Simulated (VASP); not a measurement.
HC16 (a cell with a defect), 17 atoms in the cell. The cell holds a defect, 17 atoms: a = 5.049 Å, b = 5.049 Å, c = 5.049 Å, α = 60.00°, β = 60.00°, γ = 60.00°. 

| Property | Result |
| --- | --- |
| Program | VASP 6.6.1 |
| Task | single point |
| Functional | PBE |
| Potentials or basis | VASP PAW PBE potentials, release 64 (C, H) |
| Cutoff | 520 eV |
| k mesh | 3 × 3 × 3 |
| Occupations | gaussian, width 0.05 eV |
| Spin | no spin polarisation |
| Dipole correction | no |
| Charge | 1 |
| Further INCAR settings | LREAL = Auto; ALGO = Normal; EDIFF = 1e-07; NBANDS = 46; NELECT = 64.0 |

Potentials or basis: VASP PAW PBE potentials, release 64 (C, H).

Launch:

```console
$ cat potpaw_PBE.64/C/POTCAR potpaw_PBE.64/H/POTCAR > POTCAR
$ mpirun -np 1 vasp_std > vasp.out
```

Hardware: 1 thread of Intel Xeon 8259CL, with other jobs on the host.

Question: Estimate the wall time of this run.

Answer: Wall time 2.8 min on 1 thread of Intel Xeon 8259CL, on a shared host, peak memory 0.25 GiB. Counts: scf iterations 15, k points 14.
